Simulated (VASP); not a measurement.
Input of a VASP 6.6.1 run:

The input INCAR:

```
  PREC = Accurate
  ENCUT = 520
  EDIFF = 1E-6
  ISMEAR = 0
  SIGMA = 0.05
  LREAL = F
  LASPH = T
  NELM = 60
  ALGO = Normal
  ISIF = 2
  LWAVE = F
  LCHARG = F
  GGA = PS
  NBANDS = 20
```

KPOINTS

```
Automatic mesh
0
Gamma
  12 12 12
```

The input POSCAR:

```
WS2
1.0
    1.5790003843      0.9116362969      6.1633300000
   -1.5790003843      0.9116362969      6.1633300000
    0.0000000000     -1.8232725938      6.1633300000
W S
1 2
Direct
    0.0000000000      0.0000000000      0.0000000000
    0.7503000000      0.7503000000      0.7503000000
    0.5444357107      0.5444357107      0.6541285787
```

Potentials or basis: VASP PAW PBE potentials, release 64 (W_sv, S).

Launch:

```sh
$ cat potpaw_PBE.64/W_sv/POTCAR potpaw_PBE.64/S/POTCAR > POTCAR
$ mpirun -np 1 vasp_std > vasp.out
```

(1) What does it give for the pressure?

(2) Estimate the largest force.

(3) Predict the band gap on the k mesh.

## Answers

(1) 0.7 GPa.

(2) 1.864 eV/Å.

(3) 0.92 eV, indirect (least direct gap 1.58 eV).

Caveat: the cell differs from its parent crystal (atom 3 (S) moved by (-0.200, +0.000) A along y and z); the PAW data sets were made with another functional, which shifts forces and pressure a little; spin-orbit coupling is left out, which moves the levels of the heavy elements.
